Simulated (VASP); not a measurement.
# Al6SiN8 (a cell with a defect) in VASP: a series of runs, part 2 of 3

VASP 6.6.1. The steps go on from the part before.

**3. Single point, LDA**

Input file INCAR:

```
ALGO = Normal ; EDIFF = 1E-6
ENCUT = 520 ; ISIF = 2
ISMEAR = 0 ; LASPH = T
LCHARG = T ; LELF = T
LREAL = Auto ; LVHAR = T
LWAVE = F ; NBANDS = 44
NELECT = 60.0 ; NELM = 60
PREC = Accurate ; SIGMA = 0.05
```

Input file KPOINTS:

```
k-points
0
Gamma
  2 2 2
```

Input file POSCAR:

```
Al6SiN8
1.0
   -3.1285880000     -5.4188740000      0.0000000000
    4.6928820000     -2.7094370000      0.0000000000
    0.0000000000      0.0000000000      5.0169550000
Al Si N
6 1 8
Direct
    0.5166457526      0.6708418626      0.4912035288
    0.2427233207      0.8274685510      0.9866363163
   -0.0036249747      0.6669434577      0.4910600155
   -0.0164059172      0.3562856778      0.9795822366
    0.7586988257      0.1455061179      0.4881486878
    0.7563088637      0.8338084859      0.9950601510
    0.2724203529      0.2828692575      1.3247244594
    0.5010506931      0.7543026195      0.8432616996
    0.5092565528      0.3261618213      0.4656581532
    0.2386438202      0.1698479084      1.0100291910
    0.2570309255      0.7238698670      0.3345102757
   -0.0033319597      0.6729292727      0.8589514955
    0.0044783868      0.3271776336      0.3836037995
    0.7923971336      0.1401770092      0.8518707064
    0.7576870950      0.8249311944      0.3608320186
```

Potentials or basis: VASP PAW LDA potentials, release 64 (Al, Si, N).

Run with:

```console
> cat potpaw_LDA.64/Al/POTCAR potpaw_LDA.64/Si/POTCAR potpaw_LDA.64/N/POTCAR > POTCAR
> mpirun -np 1 vasp_std > vasp.out
```

OUTCAR:

```text
EDIFF = 1E-6
   ENCUT = 520
   ISIF = 2
   ISMEAR = 0
   LASPH = T
   LREAL = Auto
   NELECT = 60.0
   NELM = 60
   PREC = Accurate

 ion  position               nearest neighbor table
   1  0.517  0.671  0.491-   8 1.83  11 1.83  15 1.84   9 1.87   7 2.73   5 2.98   3 3.00   6 3.04
                             6 3.07   2 3.14   2 3.17   5 3.22   3 3.26
   2  0.243  0.827  0.987-   8 1.81  11 1.84  10 1.86  12 1.87   7 3.00   4 3.02   6 3.04   3 3.05
                             3 3.09   1 3.14   1 3.17   6 3.21   4 3.29
   3  0.996  0.667  0.491-  11 1.84  15 1.84  12 1.85  13 1.92   7 2.83   4 2.97   5 2.99   1 3.00
                             6 3.04   2 3.05   4 3.07   6 3.08   2 3.09   5 3.19   1 3.26
   4  0.984  0.356  0.980-  14 1.79  12 1.82  10 1.89  13 2.04   7 2.53   6 2.95   3 2.97   2 3.02
                             5 3.06   3 3.07   5 3.13   6 3.17   2 3.29
   5  0.759  0.146  0.488-  14 1.84   9 1.85  15 1.85  13 1.90   1 2.98   3 2.99   6 3.00   6 3.05
                             4 3.06   4 3.13   3 3.19   1 3.22   7 3.24
   6  0.756  0.834  0.995-   8 1.82  14 1.82  15 1.84  12 1.87   4 2.95   5 3.00   1 3.04   3 3.04
                             2 3.04   5 3.05   1 3.07   3 3.08   4 3.17   2 3.21
   7  0.272  0.283  0.325-   9 1.66  10 1.71  13 1.72  11 2.39   4 2.53   1 2.73   3 2.83   2 3.00
                             5 3.24
   8  0.501  0.754  0.843-   2 1.81   6 1.82   1 1.83
   9  0.509  0.326  0.466-   7 1.66   5 1.85   1 1.87
  10  0.239  0.170  0.010-   7 1.71   2 1.86   4 1.89
  11  0.257  0.724  0.335-   1 1.83   2 1.84   3 1.84   7 2.39
  12  0.997  0.673  0.859-   4 1.82   3 1.85   2 1.87   6 1.87
  13  0.004  0.327  0.384-   7 1.72   5 1.90   3 1.92   4 2.04
  14  0.792  0.140  0.852-   4 1.79   6 1.82   5 1.84
  15  0.758  0.825  0.361-   6 1.84   3 1.84   1 1.84   5 1.85

  LATTYP: Found a simple orthorhombic cell.
 ALAT       =     5.0169550000
 B/A-ratio  =     1.0801120458
 C/A-ratio  =     1.2472060331

  Lattice vectors:

 A1 = (   0.0000000000,   0.0000000000,  -5.0169550000)
 A2 = (   4.6928820000,  -2.7094370000,   0.0000000000)
 A3 = (  -3.1285880000,  -5.4188740000,   0.0000000000)

Analysis of symmetry for initial positions (statically):
=====================================================================
 Subroutine PRICEL returns:
 Original cell was already a primitive cell.

 Routine SETGRP: Setting up the symmetry group for a
 simple orthorhombic supercell.

 Subroutine GETGRP returns: Found  1 space group operations
 (whereof  1 operations were pure point group operations)
 out of a pool of  8 trial point group operations.

The static configuration has the point symmetry C_1 .

Analysis of symmetry for dynamics (positions and initial velocities):
=====================================================================
 Subroutine PRICEL returns:
 Original cell was already a primitive cell.

 Routine SETGRP: Setting up the symmetry group for a
 simple orthorhombic supercell.

 Subroutine GETGRP returns: Found  1 space group operations
 (whereof  1 operations were pure point group operations)
 out of a pool of  8 trial point group operations.

The dynamic configuration has the point symmetry C_1 .

 Subroutine INISYM returns: Found  1 space group operations
 (whereof  1 operations are pure point group operations),
[... 94 lines left out ...]
   NGXF,Y,Z  is equivalent  to a cutoff of  25.51, 24.54, 26.51 a.u.
 SYSTEM =  unknown system
   PREC   = accura    normal or accurate (medium, high low for compatibility)
   ISTART =      0    job   : 0-new  1-cont  2-samecut
   ICHARG =      2    charge: 1-file 2-atom 10-const
   ISPIN  =      1    spin polarized calculation?
   LNONCOLLINEAR =      F non collinear calculations
   LSORBIT =      F    spin-orbit coupling
   LASPH  =      T    aspherical Exc in radial PAW
   ENCUT  =  520.0 eV  38.22 Ry    6.18 a.u.  11.63 10.08  9.33*2*pi/ulx,y,z
   NELM   =     60;   NELMIN=  2; NELMDL= -5     # of ELM steps
   EDIFF  = 0.1E-05   stopping-criterion for ELM
   LREAL  =      T    real-space projection
   EDIFFG = 0.1E-04   stopping-criterion for IOM
   NSW    =      0    number of steps for IOM
   IBRION =     -1    ionic relax: 0-MD 1-quasi-New 2-CG
   NFREE  =      0    steps in history (QN), initial steepest desc. (CG)
   ISIF   =      2    stress and relaxation
   ISYM   =      2    0-nonsym 1-usesym 2-fastsym
   POTIM  = 0.5000    time-step for ionic-motion
   TEBEG  =    0.0;   TEEND  =   0.0 temperature during run
   PSTRESS=    0.0 pullay stress
   NELECT =      60.0000    total number of electrons
   NUPDOWN=      -1.0000    fix difference up-down
   EMIN   =  10.00;   EMAX   =-10.00  energy-range for DOS
   EFERMI =   0.00;   METHOD = LEGACY
   ISMEAR =     0;   SIGMA  =   0.05  broadening in eV -4-tet -1-fermi 0-gaus
   EFERMI_NEDOS =   21; number of points for ismear=-14 and -15
   IALGO  =     38    algorithm
   IMIX   =      4    mixing-type and parameters
     AMIX     =   0.40;   BMIX     =  1.00
     AMIX_MAG =   1.60;   BMIX_MAG =  1.00
  volume/ion in A,a.u.               =      11.34        76.53
  Fermi-wavevector in a.u.,A,eV,Ry     =   1.156687  2.185822 18.203588  1.337926
  Thomas-Fermi vector in A             =   2.293306
   LORBIT       =      0    0 simple, 1 ext, 2 COOP (PROOUT), +10 PAW based schemes
   GGA     = CA    functional components
   LHFCALC =     F    Hartree Fock is set to
   AEXX    =    0.0000 exact exchange contribution
   IVDW    =     0    specifies the selected vdW correction
   LEPSILON=     F    determine dielectric tensor
   LRPA    =     F    only Hartree local field effects (RPA)
 non-spin polarized calculation
 Gauss-broadening in eV      SIGMA  =   0.05
  energy-cutoff  :      520.00
  volume of cell :      170.11
 maximum number of plane-waves:      4616
 NGX is ok and might be reduce to    48
   NGX = 23   NGY = 21   NGZ = 19

 number of electron      60.0000002 magnetization

 Free energy of the ion-electron system (eV)
  ---------------------------------------------------
  ext. energy  EPLUGINS =         0.00000000
  ---------------------------------------------------
  free energy    TOTEN  =      -126.96420582 eV

  energy without entropy =     -126.95204531  energy(sigma->0) =     -126.95812557

 E-fermi :   4.2597     XC(G=0): -10.5526

 val. band max:        4.2557042674   @ k =   0.0000   0.0000   0.5000
 cond. band min:       4.2731118214   @ k =   0.0000   0.0000   0.0000
 fundamental gap:      0.0174075540
 Fermi energy:         4.2597192203

 k-point     1 :       0.0000    0.0000    0.0000
  band No.  band energies     occupation
      1     -11.2319      2.00000
      2      -9.4682      2.00000
      3      -9.2121      2.00000
      4      -8.7669      2.00000
      5      -8.4805      2.00000
      6      -8.2674      2.00000
[... 349 lines left out ...]
     41      12.4599      0.00000
     42      13.2835      0.00000
 [bands above 42 left out]

------------------------ aborting loop because EDIFF is reached ----------------------------------------

  FORCE on cell =-STRESS in cart. coord.  units (eV):
  Direction    XX          YY          ZZ          XY          YZ          ZX
  --------------------------------------------------------------------------------------
  -------------------------------------------------------------------------------------
  Total      -15.8993277    -14.7373815    -10.3526132     -0.1164390     -1.3732373     -0.7761341
  in kB     -149.7482358   -138.8044143    -97.5063591     -1.0966835    -12.9338717     -7.3100396
  external PRESSURE =    -128.6863364 kB  Pullay stress =       0.0000000 kB

 VOLUME and BASIS-vectors are now :
 -----------------------------------------------------------------------------
  energy-cutoff  :      520.00
  volume of cell :      170.11
      direct lattice vectors                 reciprocal lattice vectors
    -3.128588000 -5.418874000  0.000000000    -0.079908253 -0.138405137  0.000000000
     4.692882000 -2.709437000  0.000000000     0.159816505 -0.092270092  0.000000000
     0.000000000  0.000000000  5.016955000     0.000000000  0.000000000  0.199324092

 POSITION                                       TOTAL-FORCE (eV/Angst)
 -----------------------------------------------------------------------------------
      1.53181     -4.61724      2.46435        -0.006483     -0.001181     -0.003689
      3.12383     -3.55726      4.94991         0.014125      0.005552     -0.014912
      0.01264     -7.20627      2.46363        -0.003179      0.008787      0.000338
     -1.40525     -6.29531      4.91452        -0.004840     -0.010557      0.021212
     -1.69081     -4.50553      2.44902         0.012214     -0.013424     -0.017814
      1.54679     -6.35749      4.99217        -0.011111      0.000277      0.004196
      0.47518     -2.24263      1.62913         0.005236     -0.005589      0.010537
      1.97227     -4.75887      4.23061        -0.012817      0.004295      0.007057
     -0.06261     -3.64331      2.33619        -0.017870     -0.006528      0.015549
      0.05046     -1.75337      0.05032        -0.015107     -0.016033     -0.043917
      2.59289     -3.35410      1.67822         0.004994     -0.004537      0.004595
      0.03981     -7.22408      4.30932         0.015274     -0.010881      0.000520
      1.52140     -0.91073      1.92452         0.001839      0.024026      0.011424
     -1.82125     -4.67370      4.27380         0.020360      0.022686      0.009893
      1.50081     -6.34091      1.81028        -0.002637      0.003107     -0.004991
 -----------------------------------------------------------------------------------
    total drift:                               -0.000342      0.000286      0.001969

  FREE ENERGIE OF THE ION-ELECTRON SYSTEM (eV)
  ---------------------------------------------------
  free  energy   TOTEN  =      -126.9642058180 eV

  energy  without entropy=     -126.9520453136  energy(sigma->0) =     -126.95812557
```

Run time: 3.1 min. Hardware: 1 thread of Intel Xeon Platinum 8259CL at 2.50GHz (Skylake/Cascade Lake), shared host; peak memory 0.23 GiB.

Results:

```yaml
Free_energy: -126.9642 eV
Largest_force: 0.049 eV/Å
```

Forces in eV/Å, atoms in the order of the input:
```
Al  -0.006 -0.001 -0.004
Al   0.014  0.006 -0.015
Al  -0.003  0.009  0.000
Al  -0.005 -0.011  0.021
Al   0.012 -0.013 -0.018
Al  -0.011  0.000  0.004
Si   0.005 -0.006  0.011
N   -0.013  0.004  0.007
N   -0.018 -0.007  0.016
N   -0.015 -0.016 -0.044
N    0.005 -0.005  0.005
N    0.015 -0.011  0.001
N    0.002  0.024  0.011
N    0.020  0.023  0.010
N   -0.003  0.003 -0.005
```

Levels at points of the mesh, in eV from the Fermi level:
```tsv
k point	band 28	band 29	band 30	band 31	band 32	band 33
(0.00, 0.00, 0.00)	-0.40	-0.07	0.01	0.17	0.47	3.79
(0.50, 0.00, 0.00)	-0.45	-0.31	-0.10	0.03	0.28	4.75
(0.00, 0.50, 0.00)	-0.45	-0.33	-0.16	0.38	0.42	4.40
(0.50, 0.50, 0.00)	-0.63	-0.46	-0.28	-0.04	0.53	4.65
(0.00, 0.00, 0.50)	-0.78	-0.13	0.00	0.14	0.32	4.78
(0.50, 0.00, 0.50)	-0.72	-0.38	-0.14	0.23	0.56	5.51
(0.00, 0.50, 0.50)	-0.75	-0.45	-0.10	0.08	0.22	4.57
(0.50, 0.50, 0.50)	-0.68	-0.33	-0.25	0.10	0.47	4.81
```

Caveat: the k points lie up to 0.63 Å⁻¹ apart; the cell carries a net charge on a neutralising background, which shifts energy and pressure; the cell is charged against a uniform background, so pressure and absolute levels hang on convention.

**4. Single point, LDA**

Input file INCAR:

```
SYSTEM = Al6SiN8
PREC = Accurate
ENCUT = 520
EDIFF = 1E-7
ISMEAR = 0
SIGMA = 0.05
LREAL = Auto
LASPH = .True.
NELM = 100
ALGO = Normal
ISIF = 2
LWAVE = .False.
LCHARG = .False.
GGA = CA
NELECT = 60.0
NBANDS = 44
```

Input file KPOINTS:

```
Automatic mesh
0
Gamma
  2 2 2
  0 0 0
```

Input file POSCAR:

```
Al6SiN8
1.0
   -3.1285880000     -5.4188740000      0.0000000000
    4.6928820000     -2.7094370000      0.0000000000
    0.0000000000      0.0000000000      5.0169550000
Al Si N
6 1 8
Direct
    0.5052518390      0.6698380314      0.4900328984
    0.2433268777      0.8251896275      0.9878525919
    0.0008006190      0.6691303568      0.4976815618
   -0.0098720815      0.3596992902      1.0029378378
    0.7560342199      0.1495926358      0.4927556655
    0.7564723537      0.8300944554      1.0010285123
    0.2541708761      0.1732707008      1.4172503042
    0.5017334442      0.7398967698      0.8514903961
    0.4926956322      0.3221058281      0.4527270027
    0.2159855599      0.1591465183      0.9086031268
    0.2513166622      0.8396016123      0.3708524394
   -0.0011053733      0.6680487049      0.8694829832
    0.0131307732      0.3288413771      0.3814453189
    0.8074613420      0.1383976552      0.8591494243
    0.7545862129      0.8220399257      0.3696329746
```

Run with:

```console
> cat potpaw_LDA.64/Al/POTCAR potpaw_LDA.64/Si/POTCAR potpaw_LDA.64/N/POTCAR > POTCAR
> mpirun -np 1 vasp_std > vasp.out
```

It took 2.6 min on 1 thread of Intel Xeon Platinum 8259CL at 2.50GHz (Skylake/Cascade Lake), shared host; peak memory 0.23 GiB.

Results (log left out):

```
Free energy   : -128.5774 eV
Largest force : 1.789 eV/Å
```

Forces on the atoms (eV/Å):
```
Al   0.070  0.118 -0.091
Al  -0.026 -0.034 -0.044
Al  -0.023 -0.125  0.007
Al   0.001 -0.161  0.235
Al   0.081 -0.049 -0.022
Al  -0.051 -0.026 -0.007
Si  -1.111  0.913  1.064
N   -0.192  0.039  0.024
N    0.078  0.167 -0.231
N    0.036  0.278 -1.328
N    1.344 -0.724  0.376
N   -0.052 -0.051  0.043
N   -0.023 -0.156 -0.083
N   -0.121 -0.203  0.008
N   -0.011  0.013  0.048
```

Levels at points of the mesh, in eV from the Fermi level:
```
           k point  band 27  band 28  band 29  band 30  band 31  band 32  band 33  band 34
(0.00, 0.00, 0.00)    -0.91    -0.44    -0.40     0.05     0.23     0.73     4.04     5.85
(0.50, 0.00, 0.00)    -0.92    -0.42    -0.12    -0.07     0.16     0.38     5.17     5.98
(0.00, 0.50, 0.00)    -0.77    -0.55    -0.42    -0.04     0.20     0.75     5.03     5.77
(0.50, 0.50, 0.00)    -0.99    -0.61    -0.55    -0.31     0.09     0.76     5.75     6.42
(0.00, 0.00, 0.50)    -0.88    -0.84    -0.72    -0.01     0.13     0.64     4.95     5.13
(0.50, 0.00, 0.50)    -0.96    -0.90    -0.50    -0.29    -0.02     0.90     5.17     6.18
(0.00, 0.50, 0.50)    -1.11    -0.89    -0.82    -0.29    -0.02     0.68     4.96     5.34
(0.50, 0.50, 0.50)    -1.26    -1.08    -0.93    -0.32     0.19     0.81     5.23     6.03
```

Caveat: the k points lie up to 0.63 Å⁻¹ apart; the cell carries a net charge on a neutralising background, which shifts energy and pressure; the cell is charged against a uniform background, so pressure and absolute levels hang on convention.

[end of part 2 of 3]
